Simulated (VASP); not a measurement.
Write the native input for VASP 6.6.1 that does the following.

```yaml
Task: single point
Functional: PBE
Potentials_or_basis: VASP PAW PBE potentials, release 64 (Ga_d, N)
Cutoff: 520 eV
k_mesh: 12 × 12 × 6
Occupations: gaussian, width 0.05 eV
Spin: no spin polarisation
Dipole_correction: no
Further_INCAR_settings: ALGO = Normal; EDIFF = 1e-07; NBANDS = 26
```

The structure of GaN lies in POSCAR:

```
GaN
1.0
    3.3389996435      0.0000000000      0.0000000000
   -1.6694998218      2.8916585145      0.0000000000
    0.0000000000      0.0000000000      5.2951500000
Ga N
2 2
Direct
    0.3333333333      0.6666666667      0.0000000000
    0.6666666667      0.3333333333      0.5000000000
    0.3333333333      0.6666666667      0.3750000000
    0.6666666667      0.3333333333      0.8750000000
```

This cell differs from its parent crystal: strain +0.050 along x and y, +0.025 along z.

These files were run (other wordings do the same):

INCAR

```
PREC = Accurate
ENCUT = 520
EDIFF = 1E-7
ISMEAR = 0
SIGMA = 0.05
LREAL = F
LASPH = T
NELM = 80
ALGO = Normal
ISIF = 2
LWAVE = F
LCHARG = F
GGA = PE
NBANDS = 26
```

KPOINTS

```
Automatic mesh
0
Gamma
  12 12 6
```

Potentials or basis: VASP PAW PBE potentials, release 64 (Ga_d, N).

Launch:

```sh
$ cat potpaw_PBE.64/Ga_d/POTCAR potpaw_PBE.64/N/POTCAR > POTCAR
$ mpirun -np 1 vasp_std > vasp.out
```

It gave:

```
Pressure               : -11.5 GPa
Largest force          : 0.242 eV/Å
Band gap on the k mesh : 1.19 eV, direct
```

Caveat: the cell differs from its parent crystal (strain +0.050 along x and y, +0.025 along z).

It took 87 s on 1 thread of AMD EPYC 9R45 96-Core Processor (Zen 5) (shared host), peak memory 0.2 GiB.
